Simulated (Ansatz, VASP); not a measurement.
**One calculation of Ca3S4, two programs**

```
CELL_PARAMETERS angstrom
6.51459 0.00000 0.00000
0.00000 6.51459 0.00000
0.00000 0.00000 6.51459
ATOMIC_POSITIONS crystal
Ca 0.00000 0.00000 0.50000
Ca 0.00000 0.50000 0.00000
Ca 0.50000 0.00000 0.00000
S 0.21548 0.21548 0.21548
S 0.21548 0.78452 0.78452
S 0.78452 0.21548 0.78452
S 0.78452 0.78452 0.21548
```

Change from the starting cell: ordered vacancies on the cation sites of zinc blende (P-43m, No. 215).

Alike in both runs: functional PBE; k mesh 6 × 6 × 6; occupations gaussian, width 0.1 eV; no spin polarisation.

Ansatz relaxed the structure, and its values are those at the end. VASP's run is a single point on that final structure, the one shown.

|  | VASP | Ansatz |
| --- | --- | --- |
| version | VASP 6.6.1 | Ansatz 0.2.0 |
| potentials or method | VASP PAW PBE potentials, release 64 (Ca_sv, S), cutoff 520 eV | scalar-relativistic, plane waves, PAW |
| valence electrons in the cell | 54 | 54 |

```csv
,VASP,Ansatz,Ansatz less VASP
gap on the k mesh at the Fermi level (eV),none,none,-
pressure (GPa),0.1,0.0,-0.07
rms of the force components (eV/Å),0.005,0.000,-0.0047
```

A gap of «none» marks a metal or a gap that the smearing closes.
